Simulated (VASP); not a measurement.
Input of a VASP 6.6.1 run:

INCAR

```
PREC     = Accurate       # precision mode
ENCUT    = 500            # plane-wave cutoff, eV
EDIFF    = 1E-8           # SCF threshold, eV
ISMEAR   = -1             # smearing method
SIGMA    = 0.05           # smearing width, eV
LREAL    = F              # projectors in reciprocal space
LASPH    = T              # aspherical terms in the spheres
NELM     = 120            # most SCF steps
ALGO     = Normal         # electronic algorithm
ISIF     = 3              # what is computed and relaxed
LWAVE    = F              # write WAVECAR
LCHARG   = T              # write CHGCAR
GGA      = PS             # functional
NBANDS   = 16             # bands
IBRION   = 6              # ionic algorithm
NFREE    = 2            
POTIM    = 0.015          # step
NSW      = 1              # ionic steps
GGA_COMPAT= F
```

The input KPOINTS:

```
Automatic mesh
0
Gamma
  10 10 6
```

File POSCAR:

```
Ir
1.0
    2.7513778946      0.0000000000      0.0000000000
   -1.3756889473      2.3827631521      0.0000000000
    0.0000000000      0.0000000000      4.4622900000
Ir
2
Direct
    0.3333333333      0.6666666667      0.2500000000
    0.6666666667      0.3333333333      0.7500000000
```

Potentials or basis: VASP PAW PBE potentials, release 64 (Ir).

Command:

```console
$ cat potpaw_PBE.64/Ir/POTCAR > POTCAR
$ mpirun -np 1 vasp_std > vasp.out
```

Q: What does it give for the Voigt bulk modulus?

A: 335 GPa.

Q: Predict the highest phonon frequency at Γ.

A: 167 cm⁻¹.

Elastic tensor in Voigt notation (GPa, in the Cartesian axes of the cell as first typed):
```
546 198 250   0   0   0
198 546 250   0   0   0
250 250 529   0   0   0
  0   0   0  80   0   0
  0   0   0   0  80   0
  0   0   0   0   0 174
```

Caveat: the cell is under stress, which shifts elastic constants; the PAW data sets were made with another functional, which shifts forces and pressure a little.
